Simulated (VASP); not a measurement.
**GaP: phonons with r2SCAN**

The system is GaP.

```xyz
2
Lattice="0.0000 2.7252 2.7252 2.7252 0.0000 2.7252 2.7252 2.7252 0.0000" Properties=species:S:1:pos:R:3 pbc="T T T"
Ga    0.0000    0.0000    0.0000
P     4.0879    4.0879    4.0879
```

- Program: VASP 6.6.1
- Task: phonons
- Functional: r2SCAN
- Potentials or basis: VASP PAW PBE potentials, release 64 (Ga_d, P)
- Cutoff: 520 eV
- k mesh: 8 × 8 × 8
- Occupations: gaussian, width 0.01 eV
- Spin: no spin polarisation
- Dipole correction: no
- Further INCAR settings: ALGO = Normal; EDIFF = 1e-08; NBANDS = 16; IBRION = 6; POTIM = 0.015; NSW = 1

```json
{
  "Highest phonon frequency at Γ, LO-TO splitting left out": "361 cm⁻¹"
}
```

Phonon frequencies in cm⁻¹ (negative: imaginary):
```
              q point           frequencies
(0.000, 0.000, 0.000)  -1 -1 -1 361 361 361
```

It took 14 min on 1 thread of Intel(R) Xeon(R) Platinum 8124M CPU @ 3.00GHz (Skylake/Cascade Lake), with other jobs on the host, peak memory 0.25 GiB.
